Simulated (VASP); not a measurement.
Wanted: the native input for a VASP 6.6.1 run.

- Task: single point
- Functional: PBE
- Potentials or basis: VASP PAW PBE potentials, release 64 (H, Pb_d, N, O)
- Cutoff: 520 eV
- k mesh: 5 × 4 × 4
- Occupations: fermi-dirac, width 0.05 eV
- Spin: no spin polarisation
- Dipole correction: no
- Further INCAR settings: ALGO = Normal; EDIFF = 1e-06; NBANDS = 31

The structure of HPbNO4 lies in POSCAR:

```
HPbNO4
1.0
    3.8570700000      0.0017800000     -0.0365800000
    0.1735300000      4.3343600000     -0.0164700000
    0.7580300000      0.8387300000      5.8766200000
H Pb N O
1 1 1 4
Direct
    0.6151100000      0.8955900000      0.1984400000
    0.6459700000      0.4465100000      0.9168500000
    0.7147400000      0.2381000000      0.5005800000
    0.1695800000      0.4700700000      0.7776800000
    0.6291900000      0.9704500000      0.4984500000
    0.5642400000      0.9258300000      0.0384900000
    0.7802200000      0.4225000000      0.3195100000
```

These files were run (other wordings do the same):

INCAR

```
SYSTEM = HPbNO4
PREC     = Accurate       ! precision mode
ENCUT    = 520            ! plane-wave cutoff, eV
EDIFF    = 1E-6           ! SCF threshold, eV
ISMEAR   = -1             ! smearing method
SIGMA    = 0.05           ! smearing width, eV
LREAL    = .False.        ! projectors in reciprocal space
LASPH    = .True.         ! aspherical terms in the spheres
NELM     = 60             ! most SCF steps
ALGO     = Normal         ! electronic algorithm
ISIF     = 2              ! what is computed and relaxed
LWAVE    = .False.        ! write WAVECAR
LCHARG   = .True.         ! write CHGCAR
GGA      = PE             ! functional
LELF     = .True.         ! ELF
LVHAR    = .True.       
NBANDS   = 31             ! bands
```

KPOINTS

```
regular mesh
0
Gamma
  5 4 4
  0 0 0
```

Potentials or basis: VASP PAW PBE potentials, release 64 (H, Pb_d, N, O).

Run with:

```bash
$ cat potpaw_PBE.64/H/POTCAR potpaw_PBE.64/Pb_d/POTCAR potpaw_PBE.64/N/POTCAR potpaw_PBE.64/O/POTCAR > POTCAR
$ mpirun -np 1 vasp_std > vasp.out
```

Results of the run:

| Quantity | Value |
| --- | --- |
| Pressure | 0.6 GPa |
| Largest force | 0.622 eV/Å |
| Band gap on the k mesh | 0.27 eV (least direct gap 0.46 eV) |

Caveat: the standard files for N, O and F lose accuracy on very short bonds; spin-orbit coupling is left out, which moves the levels of the heavy elements; an odd mesh through Γ misses points on the zone boundary, where band edges can lie.

Run time: 62 s on 1 thread of Intel(R) Xeon(R) 6975P-C (Granite Rapids), with other jobs on the host, peak memory 0.27 GiB.
